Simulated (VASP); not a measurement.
MgS: single point with PBE

The system is MgS.

```
Mg S
1.0
     0.00000    2.83087    2.83087
     2.83087    0.00000    2.83087
     2.83087    2.83087    0.00000
Mg S
1 1
Direct
  0.00000 0.00000 0.00000
  0.75000 0.75000 0.75000
```

```
Program                : VASP 6.6.1
Task                   : single point
Functional             : PBE
Potentials or basis    : VASP PAW PBE potentials, release 64 (Mg, S)
Cutoff                 : 600 eV
k mesh                 : 6 × 6 × 6
Occupations            : gaussian, width 0.01 eV
Spin                   : no spin polarisation
Dipole correction      : no
Further INCAR settings : ALGO = Normal; EDIFF = 1e-06; NBANDS = 11
```

The pressure is 1.0 GPa and the band gap on the k mesh is 3.46 eV, direct.

Levels at points of the mesh, in eV from the valence-band top:
| k point | band 2 | band 3 | band 4 | band 5 | band 6 | band 7 |
| --- | --- | --- | --- | --- | --- | --- |
| (0.00, 0.00, 0.00) | 0.00 | 0.00 | 0.00 | 3.46 | 7.95 | 7.95 |
| (0.50, 0.00, 0.00) | -3.13 | -0.33 | -0.33 | 5.12 | 7.64 | 7.64 |
| (0.50, 0.50, 0.00) | -2.81 | -1.03 | -1.03 | 3.88 | 5.65 | 11.16 |

It took 15 s on 1 thread of Intel Xeon 6975P-C, with other jobs on the host, peak memory 0.17 GiB.

A k mesh can miss the band edges.
